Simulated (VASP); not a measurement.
Here is a VASP 6.6.1 calculation.

The input INCAR:

```
SYSTEM = Eu
PREC = Accurate
ENCUT = 520
EDIFF = 1E-6
ISMEAR = -1
SIGMA = 0.08
LREAL = .False.
LASPH = .True.
NELM = 150
ALGO = Normal
ISIF = 2
LWAVE = .False.
LCHARG = .False.
ISPIN = 2
MAGMOM = 7
LORBIT = 11
LMAXMIX = 6
GGA = PE
NBANDS = 18
```

File KPOINTS:

```
Automatic mesh
0
Gamma
  9 9 9
  0 0 0
```

File POSCAR:

```
Eu
1.0
    0.0000000000      2.7516047906      2.7516047906
    2.7516047906      0.0000000000      2.7516047906
    2.7516047906      2.7516047906      0.0000000000
Eu
1
Direct
    0.0000000000      0.0000000000      0.0000000000
```

Potentials or basis: VASP PAW PBE potentials, release 64 (Eu).

Launch:

```console
$ cat potpaw_PBE.64/Eu/POTCAR > POTCAR
$ mpirun -np 1 vasp_std > vasp.out
```

**Question.** Predict the net moment.

**Answer.** 7.43 μB per cell.

**Question.** What does it give for the pressure?

**Answer.** -0.3 GPa.

**Question.** Estimate the site moments.

**Answer.** Eu +6.71 μB.

 The state reached can hang on the start; a lower one may exist.
